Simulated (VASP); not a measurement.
**KBr: single point with PBE-based global hybrid with 15 % exact exchange**

Crystal: KBr.

```
CELL_PARAMETERS angstrom
0.00000 3.30000 3.30000
3.30000 0.00000 3.30000
3.30000 3.30000 0.00000
ATOMIC_POSITIONS crystal
Br 0.50000 0.50000 0.50000
K 0.00000 0.00000 0.00000
```

```yaml
Program: VASP 6.6.1
Task: single point
Functional: PBE-based global hybrid with 15 % exact exchange
Potentials_or_basis: VASP PAW PBE potentials, release 64 (Br, K_sv)
Cutoff: 520 eV
k_mesh: 4 × 4 × 4
Occupations: fermi-dirac, width 0.05 eV
Spin: no spin polarisation
```

```json
{
 "Pressure": "0.6 GPa",
 "Band gap on the k mesh": "5.56 eV"
}
```

Levels at points of the mesh, in eV from the valence-band top:
```tsv
k point	band 5	band 6	band 7	band 8	band 9	band 10	band 11	band 12
(0.00, 0.00, 0.00)	-11.78	0.00	0.00	0.00	5.56	8.88	8.88	8.88
(0.50, 0.00, 0.00)	-11.52	-1.23	-0.34	-0.34	7.72	9.51	11.21	11.21
(0.50, 0.50, 0.00)	-11.81	-0.86	-0.30	-0.30	7.03	8.42	10.72	10.80
```

Run time: 4.8 min on 1 thread of AMD EPYC 9R45 96-Core Processor (Zen 5), with other jobs on the host, peak memory 0.19 GiB.

Caveat: the PAW data sets were made with another functional, which shifts forces and pressure a little.
